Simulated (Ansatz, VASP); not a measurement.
## One calculation of Li2Ru, two programs

```
CELL_PARAMETERS angstrom
3.03657 0.00000 0.00000
-1.51828 2.62974 0.00000
0.00000 0.00000 6.97331
ATOMIC_POSITIONS crystal
Li 0.66667 0.33333 0.67580
Li 0.33333 0.66667 0.32420
Ru 0.00000 0.00000 0.00000
```

Alike in both runs: task relaxation of cell and atoms; functional PBE; k mesh 6 × 6 × 4; occupations gaussian, width 0.1 eV; no spin polarisation.

```csv
,VASP,Ansatz
version,VASP 6.6.1,Ansatz 0.2.0
potentials or method,"VASP PAW PBE potentials, release 64 (Li_sv, Ru_pv), cutoff 600 eV","scalar-relativistic, plane waves, PAW"
valence electrons in the cell,20,22
```

```csv
,VASP,Ansatz,Ansatz less VASP
"gap on the k mesh at the Fermi level, each at its own relaxed structure (eV)",none,none,-
relaxed volume (Å³/atom),14.47,14.58,+0.102
relaxed cell length with the largest relative difference (Å),7.066,7.106,+0.0398
```

A gap of «none» marks a metal or a gap that the smearing closes. VASP's potentials hold 20 valence electrons a cell and Ansatz's 22, so a difference there can come from the potentials and not from the codes.

The k mesh is coarse, so the values compare programs but aren't converged. Noted on VASP's run: the cutoff is short for stress, so the pressure is rough; the volume moved by over 15 % at a fixed basis, so the end points are rough.
